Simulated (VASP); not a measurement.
CuSi:

```
CELL_PARAMETERS angstrom
3.82097 0.00000 0.00000
0.00000 3.82097 0.00000
0.00000 0.00000 2.32037
ATOMIC_POSITIONS crystal
Si 0.00000 0.00000 0.50000
Cu 0.50000 0.50000 0.50000
```

| Property | Result |
| --- | --- |
| Program | VASP 6.6.1 |
| Task | relaxation of cell and atoms |
| Functional | PBE |
| Potentials or basis | VASP PAW PBE potentials, release 64 (Si, Cu) |
| Cutoff | 600 eV |
| k mesh | 4 × 4 × 8 |
| Occupations | gaussian, width 0.1 eV |
| Spin | no spin polarisation |

At the start: pressure -4.8 GPa; volume 16.94 Å³/atom.

How do energy, volume and symmetry change on relaxing?

Over 8 steps the energy falls by 270.9 meV/atom and the volume is 15.05 Å³/atom (-11.1 %); space group P4/mmm (No. 123, to 0.05 Å).

Step by step:
```csv
step,energy change (eV),largest force (eV/Å),pressure (GPa),volume (Å³)
1,0.0000,0.0000,-4.82,33.88
2,-0.4608,0.0000,-5.60,31.27
3,-0.5358,0.0000,-0.37,30.13
4,-0.5401,0.0000,1.14,29.74
5,-0.5402,0.0000,0.80,29.83
6,-0.5411,0.0000,-0.49,30.21
7,-0.5412,0.0000,-0.22,30.13
8,-0.5417,0.0000,-0.10,30.10
```

Final structure:
```xyz
2
Lattice="3.4324 0.0000 0.0000 0.0000 3.4324 0.0000 0.0000 0.0000 2.5553" Properties=species:S:1:pos:R:3 pbc="T T T"
Si    3.4324    3.4324    1.2776
Cu    1.7162    1.7162    1.2776
```

Caveat: the k points lie up to 0.46 Å⁻¹ apart in the final cell.
